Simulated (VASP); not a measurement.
# ZnS (m) (F-43m) in VASP: further runs

ZnS (m) is run at these levels: PBE; tasks: single point.

Program: VASP 6.6.1. These are calculated values, not measurements. Logs are shortened: lines on timing, memory, paths and dates and some standing lists are left out, and cuts for length are marked.

## 1. The cell of the first run

The structure is cubic, space group F-43m (No. 216). The conventional cell has a = 5.444 Å, b = 5.444 Å, c = 5.444 Å, α = 90.00°, β = 90.00°, γ = 90.00°. Within 3.1 Å of Zn (site symmetry -43m) lie 4 S at 2.36 Å. S (site symmetry -43m) has 4 Zn at 2.36 Å within 3.1 Å.

## 2. Single point, PBE

File INCAR:

```
SYSTEM = ZnS
ALGO = Normal
EDIFF = 1E-6
ENCUT = 500
GGA = PE
GGA_COMPAT = .FALSE.
ISIF = 2
ISMEAR = 0
LASPH = .TRUE.
LCHARG = .FALSE.
LREAL = .FALSE.
LWAVE = .FALSE.
NBANDS = 16
NELM = 120
PREC = Accurate
SIGMA = 0.02
```

File KPOINTS:

```
k-points
0
G
  8 8 8
  0 0 0
```

File POSCAR:

```
ZnS
1.0
    0.0000000000      2.7217879900      2.7217879900
    2.7217879900      0.0000000000      2.7217879900
    2.7217879900      2.7217879900      0.0000000000
Zn S
1 1
Direct
    0.0000000000      0.0000000000      0.0000000000
    0.2500000000      0.2500000000      0.2500000000
```

Potentials or basis: VASP PAW PBE potentials, release 64 (Zn, S).

Started as:

```bash
> cat potpaw_PBE.64/Zn/POTCAR potpaw_PBE.64/S/POTCAR > POTCAR
> mpirun -np 1 vasp_std > vasp.out
```

OUTCAR:

```text
SYSTEM = ZnS
   EDIFF = 1E-6
   ENCUT = 500
   GGA = PE
   ISIF = 2
   ISMEAR = 0
   LASPH = .TRUE.
   LREAL = .FALSE.
   NELM = 120
   PREC = Accurate

 ion  position               nearest neighbor table
   1  0.000  0.000  0.000-   2 2.36   2 2.36   2 2.36   2 2.36
   2  0.250  0.250  0.250-   1 2.36   1 2.36   1 2.36   1 2.36

  LATTYP: Found a face centered cubic cell.
 ALAT       =     5.4435759800

  Lattice vectors:

 A1 = (   0.0000000000,   2.7217879900,   2.7217879900)
 A2 = (   2.7217879900,   0.0000000000,   2.7217879900)
 A3 = (   2.7217879900,   2.7217879900,   0.0000000000)

Analysis of symmetry for initial positions (statically):
=====================================================================
 Subroutine PRICEL returns:
 Original cell was already a primitive cell.

 Routine SETGRP: Setting up the symmetry group for a
 face centered cubic supercell.

 Subroutine GETGRP returns: Found 24 space group operations
 (whereof 24 operations were pure point group operations)
 out of a pool of 48 trial point group operations.

The static configuration has the point symmetry T_d .

Analysis of symmetry for dynamics (positions and initial velocities):
=====================================================================
 Subroutine PRICEL returns:
 Original cell was already a primitive cell.

 Routine SETGRP: Setting up the symmetry group for a
 face centered cubic supercell.

 Subroutine GETGRP returns: Found 24 space group operations
 (whereof 24 operations were pure point group operations)
 out of a pool of 48 trial point group operations.

The dynamic configuration has the point symmetry T_d .

 Subroutine INISYM returns: Found 24 space group operations
 (whereof 24 operations are pure point group operations),
 and found     1 'primitive' translations

----------------------------------------------------------------------------------------

                                     Primitive cell

  volume of cell :      40.3267

  direct lattice vectors                    reciprocal lattice vectors
     0.000000000  2.721787990  2.721787990    -0.183702773  0.183702773  0.183702773
     2.721787990  0.000000000  2.721787990     0.183702773 -0.183702773  0.183702773
     2.721787990  2.721787990  0.000000000     0.183702773  0.183702773 -0.183702773

  length of vectors
     3.849189489  3.849189489  3.849189489     0.318182536  0.318182536  0.318182536

  position of ions in fractional coordinates (direct lattice)
     0.000000000  0.000000000  0.000000000
     0.250000000  0.250000000  0.250000000

  ion indices of the primitive-cell ions
   primitive index   ion index
                 1           1
                 2           2

----------------------------------------------------------------------------------------

 KPOINTS: k-points

Automatic generation of k-mesh.
 Grid dimensions read from file:
 generate k-points for:    8    8    8

 Generating k-lattice:

  Cartesian coordinates                     Fractional coordinates (reciprocal lattice)
    -0.022962847  0.022962847  0.022962847     0.125000000  0.000000000  0.000000000
     0.022962847 -0.022962847  0.022962847     0.000000000  0.125000000  0.000000000
     0.022962847  0.022962847 -0.022962847     0.000000000  0.000000000  0.125000000

  Length of vectors
     0.039772817  0.039772817  0.039772817

  Shift w.r.t. Gamma in fractional coordinates (k-lattice)
     0.000000000  0.000000000  0.000000000

 Subroutine IBZKPT returns following result:
 ===========================================

 Found     29 irreducible k-points:

 Following reciprocal coordinates:
            Coordinates               Weight
  0.000000  0.000000  0.000000      1.000000
  0.125000  0.000000  0.000000      8.000000
  0.250000  0.000000  0.000000      8.000000
  0.375000  0.000000  0.000000      8.000000
  0.500000  0.000000  0.000000      4.000000
  0.125000  0.125000  0.000000      6.000000
[... 16 lines left out ...]
  0.500000  0.250000  0.125000     48.000000
 -0.375000  0.250000  0.125000     24.000000
 [... further k-points ...]
   k-points           NKPTS =     29   k-points in BZ     NKDIM =     29   number of bands    NBANDS=     16
   number of dos      NEDOS =    301   number of ions     NIONS =      2
   total plane-waves  NPLWV =  21952
   dimension x,y,z NGX =    28 NGY =   28 NGZ =   28
   dimension x,y,z NGXF=    56 NGYF=   56 NGZF=   56
   ions per type =               1   1
   NGX,Y,Z   is equivalent  to a cutoff of  12.09, 12.09, 12.09 a.u.
   NGXF,Y,Z  is equivalent  to a cutoff of  24.19, 24.19, 24.19 a.u.
 SYSTEM =  ZnS
   PREC   = accura    normal or accurate (medium, high low for compatibility)
   ISTART =      0    job   : 0-new  1-cont  2-samecut
   ICHARG =      2    charge: 1-file 2-atom 10-const
   ISPIN  =      1    spin polarized calculation?
   LNONCOLLINEAR =      F non collinear calculations
   LSORBIT =      F    spin-orbit coupling
   LASPH  =      T    aspherical Exc in radial PAW
   ENCUT  =  500.0 eV  36.75 Ry    6.06 a.u.   7.02  7.02  7.02*2*pi/ulx,y,z
   NELM   =    120;   NELMIN=  2; NELMDL= -5     # of ELM steps
   EDIFF  = 0.1E-05   stopping-criterion for ELM
   LREAL  =      F    real-space projection
[... 7 lines left out ...]
   TEBEG  =    0.0;   TEEND  =   0.0 temperature during run
   PSTRESS=    0.0 pullay stress
   NELECT =      18.0000    total number of electrons
   NUPDOWN=      -1.0000    fix difference up-down
   EMIN   =  10.00;   EMAX   =-10.00  energy-range for DOS
   EFERMI =   0.00;   METHOD = LEGACY
   ISMEAR =     0;   SIGMA  =   0.02  broadening in eV -4-tet -1-fermi 0-gaus
   EFERMI_NEDOS =   21; number of points for ismear=-14 and -15
   IALGO  =     38    algorithm
   IMIX   =      4    mixing-type and parameters
     AMIX     =   0.40;   BMIX     =  1.00
     AMIX_MAG =   1.60;   BMIX_MAG =  1.00
  volume/ion in A,a.u.               =      20.16       136.07
  Fermi-wavevector in a.u.,A,eV,Ry     =   1.251127  2.364287 21.297453  1.565319
  Thomas-Fermi vector in A             =   2.385089
   LORBIT       =      0    0 simple, 1 ext, 2 COOP (PROOUT), +10 PAW based schemes
   GGA     = PE    functional components
   LHFCALC =     F    Hartree Fock is set to
   AEXX    =    0.0000 exact exchange contribution
   IVDW    =     0    specifies the selected vdW correction
   LEPSILON=     F    determine dielectric tensor
   LRPA    =     F    only Hartree local field effects (RPA)
 non-spin polarized calculation
 Gauss-broadening in eV      SIGMA  =   0.02
  energy-cutoff  :      500.00
  volume of cell :       40.33
 maximum number of plane-waves:      1036
   NGX = 13   NGY = 13   NGZ = 13

 number of electron      17.9999988 magnetization

 Free energy of the ion-electron system (eV)
  ---------------------------------------------------
  ext. energy  EPLUGINS =         0.00000000
  ---------------------------------------------------
  free energy    TOTEN  =        -6.85211812 eV

  energy without entropy =       -6.85211812  energy(sigma->0) =       -6.85211812

 E-fermi :   2.0295     XC(G=0):  -9.5276

 val. band max:        1.9057611219   @ k =   0.0000   0.0000   0.0000
 cond. band min:       3.9240202805   @ k =   0.0000   0.0000   0.0000
 fundamental gap:      2.0182591586
 Fermi energy:         2.0294639264

 k-point     1 :       0.0000    0.0000    0.0000
  band No.  band energies     occupation
      1     -11.0845      2.00000
      2      -4.3494      2.00000
      3      -4.3494      2.00000
      4      -4.3494      2.00000
      5      -3.8769      2.00000
      6      -3.8769      2.00000
[... 8 lines left out ...]
     15      13.6424      0.00000
     16      13.6533      0.00000

 k-point     2 :       0.1250    0.0000    0.0000
  band No.  band energies     occupation
      1     -10.9722      2.00000
      2      -4.3464      2.00000
      3      -4.3294      2.00000
      4      -4.3294      2.00000
      5      -3.8784      2.00000
      6      -3.8784      2.00000
[... 8 lines left out ...]
     15      13.0596      0.00000
     16      14.4476      0.00000

 k-point     3 :       0.2500    0.0000    0.0000
  band No.  band energies     occupation
      1     -10.6796      2.00000
      2      -4.2951      2.00000
      3      -4.2854      2.00000
      4      -4.2854      2.00000
      5      -3.8753      2.00000
      6      -3.8753      2.00000
[... 8 lines left out ...]
     15      12.8603      0.00000
     16      14.0504      0.00000

 k-point     4 :       0.3750    0.0000    0.0000
  band No.  band energies     occupation
      1     -10.3486      2.00000
      2      -4.2506      2.00000
      3      -4.2506      2.00000
      4      -4.0779      2.00000
      5      -3.8595      2.00000
      6      -3.8595      2.00000
[... 8 lines left out ...]
     15      13.9428      0.00000
     16      13.9428      0.00000

 k-point     5 :       0.5000    0.0000    0.0000
  band No.  band energies     occupation
      1     -10.1971      2.00000
      2      -4.2396      2.00000
      3      -4.2396      2.00000
      4      -3.8483      2.00000
      5      -3.8483      2.00000
      6      -3.6814      2.00000
[... 8 lines left out ...]
     15      15.2563      0.00000
     16      15.2563      0.00000

 k-point     6 :       0.1250    0.1250    0.0000
  band No.  band energies     occupation
      1     -10.9348      2.00000
      2      -4.3660      2.00000
      3      -4.3120      2.00000
      4      -4.3120      2.00000
      5      -3.8923      2.00000
      6      -3.8665      2.00000
[... 8 lines left out ...]
     15      13.8426      0.00000
     16      14.9348      0.00000
[... 267 lines left out ...]
 k-point    21 :       0.5000    0.5000    0.0000
  band No.  band energies     occupation
      1      -9.8991      2.00000
      2      -4.3573      2.00000
      3      -4.0237      2.00000
      4      -4.0237      2.00000
      5      -3.8059      2.00000
      6      -3.6685      2.00000
[... 8 lines left out ...]
     15      15.5906      0.00000
     16      16.3718      0.00000

 k-point    22 :       0.3750    0.2500    0.1250
  band No.  band energies     occupation
      1     -10.4506      2.00000
      2      -4.3186      2.00000
      3      -4.2224      2.00000
      4      -4.1950      2.00000
      5      -3.8972      2.00000
      6      -3.8409      2.00000
[... 8 lines left out ...]
     15      14.6307      0.00000
     16      16.8512      0.00000

 k-point    23 :       0.5000    0.2500    0.1250
  band No.  band energies     occupation
      1     -10.1744      2.00000
      2      -4.2390      2.00000
      3      -4.1925      2.00000
      4      -4.0492      2.00000
      5      -3.8593      2.00000
      6      -3.8045      2.00000
[... 8 lines left out ...]
     15      15.5571      0.00000
     16      16.1401      0.00000

 k-point    24 :      -0.3750    0.2500    0.1250
  band No.  band energies     occupation
      1     -10.0511      2.00000
      2      -4.2253      2.00000
      3      -4.1726      2.00000
      4      -3.9244      2.00000
      5      -3.8645      2.00000
      6      -3.6183      2.00000
[... 8 lines left out ...]
     15      15.2862      0.00000
     16      16.0650      0.00000

 [... further k-points ...]

------------------------ aborting loop because EDIFF is reached ----------------------------------------

  FORCE on cell =-STRESS in cart. coord.  units (eV):
  Direction    XX          YY          ZZ          XY          YZ          ZX
  --------------------------------------------------------------------------------------
  -------------------------------------------------------------------------------------
  Total        0.0350552      0.0350552      0.0350552     -0.0000000     -0.0000000      0.0000000
  in kB        1.3927412      1.3927412      1.3927412     -0.0000000     -0.0000000      0.0000000
  external PRESSURE =       1.3927412 kB  Pullay stress =       0.0000000 kB

 VOLUME and BASIS-vectors are now :
 -----------------------------------------------------------------------------
  energy-cutoff  :      500.00
  volume of cell :       40.33
      direct lattice vectors                 reciprocal lattice vectors
     0.000000000  2.721787990  2.721787990    -0.183702773  0.183702773  0.183702773
     2.721787990  0.000000000  2.721787990     0.183702773 -0.183702773  0.183702773
     2.721787990  2.721787990  0.000000000     0.183702773  0.183702773 -0.183702773

 POSITION                                       TOTAL-FORCE (eV/Angst)
 -----------------------------------------------------------------------------------
      0.00000      0.00000      0.00000         0.000000      0.000000     -0.000000
      1.36089      1.36089      1.36089        -0.000000     -0.000000      0.000000
 -----------------------------------------------------------------------------------
    total drift:                                0.000000      0.000000      0.000000

  FREE ENERGIE OF THE ION-ELECTRON SYSTEM (eV)
  ---------------------------------------------------
  free  energy   TOTEN  =        -6.8521181209 eV

  energy  without entropy=       -6.8521181209  energy(sigma->0) =       -6.85211812
```

It used 16 s of CPU time on 1 thread of Intel Xeon 6975P-C (shared host).

What came out:

```yaml
Free_energy: -6.8521 eV
Pressure: 0.1 GPa
Band_gap_on_the_k_mesh: 2.02 eV, direct
```

Expect the measured gap to be larger: semilocal functionals such as PBE lack the derivative discontinuity.

## 3. Single point, PBE

File INCAR:

```
  PREC = Accurate
  ENCUT = 500
  EDIFF = 1E-6
  ISMEAR = 0
  SIGMA = 0.02
  LREAL = False
  LASPH = True
  NELM = 120
  ALGO = Normal
  ISIF = 2
  LWAVE = False
  LCHARG = True
  GGA = PE
  LELF = True
  LVHAR = True
  NBANDS = 16
  GGA_COMPAT = False
```

File KPOINTS:

```
Automatic mesh
0
Gamma
  10 10 10
```

POSCAR is that of step 2.

Potentials or basis: VASP PAW PBE potentials, release 64 (Zn, S).

Started as:

```bash
> cat potpaw_PBE.64/Zn/POTCAR potpaw_PBE.64/S/POTCAR > POTCAR
> mpirun -np 1 vasp_std > vasp.out
```

OUTCAR:

```text
PREC = Accurate
   ENCUT = 500
   EDIFF = 1E-6
   ISMEAR = 0
   LREAL = False
   LASPH = True
   NELM = 120
   ISIF = 2
   GGA = PE

 ion  position               nearest neighbor table
   1  0.000  0.000  0.000-   2 2.36   2 2.36   2 2.36   2 2.36
   2  0.250  0.250  0.250-   1 2.36   1 2.36   1 2.36   1 2.36

  LATTYP: Found a face centered cubic cell.
 ALAT       =     5.4435759800

  Lattice vectors:

 A1 = (   0.0000000000,   2.7217879900,   2.7217879900)
 A2 = (   2.7217879900,   0.0000000000,   2.7217879900)
 A3 = (   2.7217879900,   2.7217879900,   0.0000000000)

Analysis of symmetry for initial positions (statically):
=====================================================================
 Subroutine PRICEL returns:
 Original cell was already a primitive cell.

 Routine SETGRP: Setting up the symmetry group for a
 face centered cubic supercell.

 Subroutine GETGRP returns: Found 24 space group operations
 (whereof 24 operations were pure point group operations)
 out of a pool of 48 trial point group operations.

The static configuration has the point symmetry T_d .

Analysis of symmetry for dynamics (positions and initial velocities):
[... 159 lines left out ...]
 E-fermi :   2.0476     XC(G=0):  -9.5277

 val. band max:        1.9054857247   @ k =   0.0000   0.0000   0.0000
 cond. band min:       3.9238510393   @ k =   0.0000   0.0000   0.0000
 fundamental gap:      2.0183653146
 Fermi energy:         2.0475788790

 k-point     1 :       0.0000    0.0000    0.0000
  band No.  band energies     occupation
      1     -11.0848      2.00000
      2      -4.3495      2.00000
      3      -4.3495      2.00000
      4      -4.3495      2.00000
      5      -3.8770      2.00000
      6      -3.8770      2.00000
[... 433 lines left out ...]
      3      -4.1158      2.00000
      4      -4.1061      2.00000
      5      -3.8504      2.00000
      6      -3.8233      2.00000
[... 8 lines left out ...]
     15      15.2348      0.00000
     16      17.6075      0.00000

 [... further k-points ...]

------------------------ aborting loop because EDIFF is reached ----------------------------------------

  FORCE on cell =-STRESS in cart. coord.  units (eV):
  Direction    XX          YY          ZZ          XY          YZ          ZX
  --------------------------------------------------------------------------------------
  -------------------------------------------------------------------------------------
  Total        0.0355611      0.0355611      0.0355611     -0.0000000     -0.0000000      0.0000000
  in kB        1.4128411      1.4128411      1.4128411     -0.0000000     -0.0000000      0.0000000
  external PRESSURE =       1.4128411 kB  Pullay stress =       0.0000000 kB

 VOLUME and BASIS-vectors are now :
 -----------------------------------------------------------------------------
  energy-cutoff  :      500.00
  volume of cell :       40.33
      direct lattice vectors                 reciprocal lattice vectors
     0.000000000  2.721787990  2.721787990    -0.183702773  0.183702773  0.183702773
     2.721787990  0.000000000  2.721787990     0.183702773 -0.183702773  0.183702773
     2.721787990  2.721787990  0.000000000     0.183702773  0.183702773 -0.183702773

 POSITION                                       TOTAL-FORCE (eV/Angst)
 -----------------------------------------------------------------------------------
      0.00000      0.00000      0.00000        -0.000000     -0.000000      0.000000
      1.36089      1.36089      1.36089         0.000000      0.000000     -0.000000
 -----------------------------------------------------------------------------------
    total drift:                                0.000000      0.000000      0.000000

  FREE ENERGIE OF THE ION-ELECTRON SYSTEM (eV)
  ---------------------------------------------------
  free  energy   TOTEN  =        -6.8523515141 eV

  energy  without entropy=       -6.8523515141  energy(sigma->0) =       -6.85235151
```

OSZICAR:

```text
N       E                     dE             d eps       ncg     rms          rms(c)
DAV:   1     0.868947897178E+02    0.86895E+02   -0.86927E+03  1504   0.130E+03
DAV:   2    -0.141892707575E+01   -0.88314E+02   -0.82756E+02  1752   0.254E+02
DAV:   3    -0.721805399883E+01   -0.57991E+01   -0.57757E+01  1864   0.635E+01
DAV:   4    -0.727862724492E+01   -0.60573E-01   -0.60562E-01  1880   0.685E+00
DAV:   5    -0.727935033269E+01   -0.72309E-03   -0.72307E-03  1912   0.707E-01    0.661E+00
DAV:   6    -0.687194750696E+01    0.40740E+00   -0.73396E-01  2272   0.296E+01    0.518E+00
DAV:   7    -0.685261469120E+01    0.19333E-01   -0.24528E-01  1784   0.439E+00    0.265E+00
DAV:   8    -0.685191358479E+01    0.70111E-03   -0.49010E-03  1912   0.777E-01    0.689E-01
DAV:   9    -0.685218416825E+01   -0.27058E-03   -0.11711E-03  1848   0.274E-01    0.102E-01
DAV:  10    -0.685235779721E+01   -0.17363E-03   -0.22255E-04  1832   0.141E-01    0.566E-02
DAV:  11    -0.685235062277E+01    0.71744E-05   -0.35348E-05  1744   0.893E-02    0.682E-03
DAV:  12    -0.685235151406E+01   -0.89130E-06   -0.43899E-06  2032   0.223E-02
   1 F= -.68523515E+01 E0= -.68523515E+01  d E =-.405532E-26
```

stdout:

```text
POSCAR found type information on POSCAR ZnS
 POSCAR found :  2 types and       2 ions
 scaLAPACK will be used
 LDA part: xc-table for (Slater+PW92), standard interpolation
 POSCAR, INCAR and KPOINTS ok, starting setup
 FFT: planning ... GRIDC
 FFT: planning ... GRID_SOFT
 FFT: planning ... GRID
 WAVECAR not read
 entering main loop
```

Wall time 35 s (1 thread of Intel Xeon 6975P-C, shared host); peak memory 0.17 GiB.

Results:

| Item | Value |
| --- | --- |
| Free energy | -6.8524 eV |
| Pressure | 0.1 GPa |
| Band gap on the k mesh | 2.02 eV, direct |

Levels at points of the mesh, in eV from the valence-band top:
```tsv
k point	band 5	band 6	band 7	band 8	band 9	band 10	band 11	band 12	band 13	band 14
(0.00, 0.00, 0.00)	-5.78	-5.78	0.00	0.00	0.00	2.02	6.41	6.41	6.41	11.74
(0.50, 0.00, 0.00)	-5.75	-5.59	-5.15	-0.83	-0.83	3.27	6.94	6.94	8.79	12.07
(0.50, 0.50, 0.00)	-5.71	-5.57	-4.47	-2.14	-2.14	3.46	4.07	10.83	11.82	11.82
```
